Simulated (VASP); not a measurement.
Write the native input for VASP 6.6.1 that does the following.

| Property | Result |
| --- | --- |
| Task | single point |
| Functional | PBE |
| Potentials or basis | VASP PAW PBE potentials, release 64 (Cd, Se) |
| Cutoff | 520 eV |
| k mesh | 5 × 5 × 5 |
| Occupations | fermi-dirac, width 0.02 eV |
| Spin | no spin polarisation |
| Dipole correction | no |
| Further INCAR settings | ALGO = Normal; EDIFF = 1e-06; NBANDS = 16 |

The structure of CdSe lies in POSCAR:

```
CdSe
1.0
    4.3420190000      0.0000000000      0.0000000000
    2.1710095000      3.7602987577      0.0000000000
    2.1710095000      1.2534329192      3.5452436678
Cd Se
1 1
Direct
    0.0000000000      0.0000000000      0.0000000000
    0.7500000000      0.7500000000      0.7500000000
```

The input as run:

INCAR

```
PREC = Accurate
ENCUT = 520
EDIFF = 1E-6
ISMEAR = -1
SIGMA = 0.02
LREAL = F
LASPH = T
NELM = 80
ALGO = Normal
ISIF = 2
LWAVE = F
LCHARG = F
GGA = PE
NBANDS = 16
```

KPOINTS

```
Automatic mesh
0
Gamma
  5 5 5
```

Potentials or basis: VASP PAW PBE potentials, release 64 (Cd, Se).

Command:

```console
$ cat potpaw_PBE.64/Cd/POTCAR potpaw_PBE.64/Se/POTCAR > POTCAR
$ mpirun -np 1 vasp_std > vasp.out
```

It gave:

The pressure is 1.6 GPa. The band gap on the k mesh is 0.54 eV, direct.

It took 11 s on 1 thread of Intel Xeon 6975P-C, with other jobs on the host, peak memory 0.17 GiB.
